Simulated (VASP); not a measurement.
Sb:

```xyz
1
Lattice="-1.5765 1.5765 2.7119 1.5765 -1.5765 2.7119 1.5765 1.5765 -2.7119" Properties=species:S:1:pos:R:3 pbc="T T T"
Sb    0.0000    0.0000    0.0000
```

- Program: VASP 6.6.1
- Task: relaxation of cell and atoms
- Functional: PBEsol
- Potentials or basis: VASP PAW PBE potentials, release 64 (Sb)
- Cutoff: 600 eV
- k mesh: 12 × 12 × 12
- Occupations: fermi-dirac, width 0.05 eV
- Spin: no spin polarisation

At the start: pressure -1.3 GPa; volume 26.96 Å³/atom.

Question: Where does the relaxation end?

Answer: Over 12 steps the energy falls by 6.1 meV/atom and the volume is 26.31 Å³/atom (-2.4 %); space group I4/mmm (No. 139, to 0.05 Å).

The path:
| step | energy change (eV) | largest force (eV/Å) | pressure (GPa) | volume (Å³) |
| --- | --- | --- | --- | --- |
| 1 | 0.0000 | 0.0000 | -1.27 | 26.96 |
| 2 | -0.0020 | 0.0000 | 0.77 | 26.14 |
| 3 | -0.0024 | 0.0000 | 0.12 | 26.39 |
| 4 | -0.0034 | 0.0000 | 0.14 | 26.35 |
| 5 | -0.0056 | 0.0000 | 0.30 | 26.23 |
| 6 | -0.0005 | 0.0000 | 0.80 | 25.96 |
| 7 | -0.0059 | 0.0000 | 0.36 | 26.19 |
| 8 | -0.0059 | 0.0000 | 0.41 | 26.16 |
| 9 | -0.0053 | 0.0000 | -0.74 | 26.59 |
| 10 | -0.0061 | 0.0000 | 0.04 | 26.30 |
| 11 | -0.0061 | 0.0000 | 0.05 | 26.29 |
| 12 | -0.0061 | 0.0000 | 0.01 | 26.31 |

Final structure:
```cif
data_structure
_symmetry_space_group_name_H-M 'P 1'
_symmetry_Int_Tables_number 1
_cell_length_a 3.4390
_cell_length_b 3.4390
_cell_length_c 3.4390
_cell_angle_alpha 124.921
_cell_angle_beta 124.921
_cell_angle_gamma 81.669
_cell_volume 26.31
loop_
_atom_site_label
_atom_site_type_symbol
_atom_site_fract_x
_atom_site_fract_y
_atom_site_fract_z
_atom_site_occupancy
Sb1 Sb 0.00000 0.00000 0.00000 1
```

Caveat: the PAW data sets were made with another functional, which shifts forces and pressure a little.
